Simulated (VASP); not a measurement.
Here is a VASP 6.6.1 calculation.

File INCAR:

```
PREC = Accurate
ENCUT = 520
EDIFF = 1E-6
ISMEAR = 1
SIGMA = 0.1
LREAL = F
LASPH = T
NELM = 60
ALGO = Normal
ISIF = 2
LWAVE = F
LCHARG = T
LDIPOL = T
IDIPOL = 3
DIPOL = 0.5 0.5 0.500
GGA = PS
LELF = T
LVHAR = T
LVACPOTAV = T
NBANDS = 39
```

File KPOINTS:

```
Automatic mesh
0
Gamma
  12 12 1
```

File POSCAR:

```
Hf
1.0
    3.1590465010      0.0000000000      0.0000000000
    1.5795232500      2.7358145220      0.0000000000
    0.0000000000      0.0000000000     28.4984132530
Hf
6
Direct
    0.6666666667      0.6666666667      0.2807173834
    0.0000000000      0.0000000000      0.3684304301
    0.6666666667      0.6666666667      0.4561434767
    0.0000000000      0.0000000000      0.5438565233
    0.6666666667      0.6666666667      0.6315695699
    0.0000000000      0.0000000000      0.7192826166
```

Potentials or basis: VASP PAW PBE potentials, release 64 (Hf_pv).

Run with:

```sh
$ cat potpaw_PBE.64/Hf_pv/POTCAR > POTCAR
$ mpirun -np 1 vasp_std > vasp.out
```

Task: Estimate the band gap on the k mesh.

Result: Zero (bands 30 and 31 overlap by 1.39 eV).

Task: What does it give for the largest force?

Result: 0.783 eV/Å.

Forces in eV/Å, atoms in the order of the input:
```
Hf   0.000  0.000  0.699
Hf   0.000  0.000 -0.783
Hf   0.000  0.000  0.100
Hf   0.000  0.000 -0.100
Hf   0.000  0.000  0.783
Hf   0.000  0.000 -0.699
```

Caveat: the PAW data sets were made with another functional, which shifts forces and pressure a little; spin-orbit coupling is left out, which moves the levels of the heavy elements.
